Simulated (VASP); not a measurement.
## TiO2 (Anatase): single point with PBE+U

Crystal: TiO2 (Anatase).

```xyz
6
Lattice="-1.8921 1.8921 4.7573 1.8921 -1.8921 4.7573 1.8921 1.8921 -4.7573" Properties=species:S:1:pos:R:3 pbc="T T T"
Ti    0.0000    1.8921    2.3786
Ti    0.0000    0.0000    0.0000
O     0.0000    0.0000    7.5346
O     0.0000    1.8921    0.3987
O     0.0000    1.8921    4.3586
O     0.0000    0.0000    1.9800
```

```json
{
 "Program": "VASP 6.6.1",
 "Task": "single point",
 "Functional": "PBE",
 "Potentials or basis": "VASP PAW PBE potentials, release 64 (Ti_sv, O)",
 "Cutoff": "520 eV",
 "k mesh": "10 × 10 × 10",
 "Occupations": "fermi-dirac, width 0.05 eV",
 "Spin": "no spin polarisation",
 "Hubbard terms": "Ti d U = 5.0 eV"
}
```

The pressure is 15.3 GPa, the largest force is 0.263 eV/Å and the band gap on the k mesh is 2.85 eV, indirect (least direct gap 3.22 eV).

Forces in eV/Å, atoms in the order of the input:
```
Ti   0.000  0.000  0.000
Ti   0.000  0.000  0.000
O    0.000  0.000 -0.263
O    0.000  0.000 -0.263
O    0.000  0.000  0.263
O    0.000  0.000  0.263
```

Stress tensor (GPa, compression positive):
```
15.51  0.00  0.00
 0.00 15.51  0.00
 0.00  0.00 14.74
```

Levels at points of the mesh, in eV from the valence-band top:
```csv
k point,band 22,band 23,band 24,band 25,band 26,band 27
"(0.00, 0.00, 0.00)",-0.74,-0.48,-0.48,2.85,3.64,4.58
"(0.50, 0.00, 0.00)",-0.96,-0.92,-0.70,3.96,4.15,4.19
"(0.50, 0.50, 0.00)",-2.05,-0.04,-0.04,4.06,4.06,4.46
"(0.50, 0.50, 0.50)",-1.31,-0.16,-0.16,3.23,3.23,4.53
```

Eigenvalues of the final occupation matrices:
```csv
site,spin,trace,eigenvalues
site 1 d,1,0.80,0.10 0.10 0.10 0.25 0.25
site 1 d,2,0.80,0.10 0.10 0.10 0.25 0.25
site 2 d,1,0.80,0.10 0.10 0.10 0.25 0.25
site 2 d,2,0.80,0.10 0.10 0.10 0.25 0.25
```

Wall time 8.4 min on 1 thread of Intel Xeon 6975P-C, on a shared host, peak memory 0.37 GiB.

A k mesh can miss the band edges.
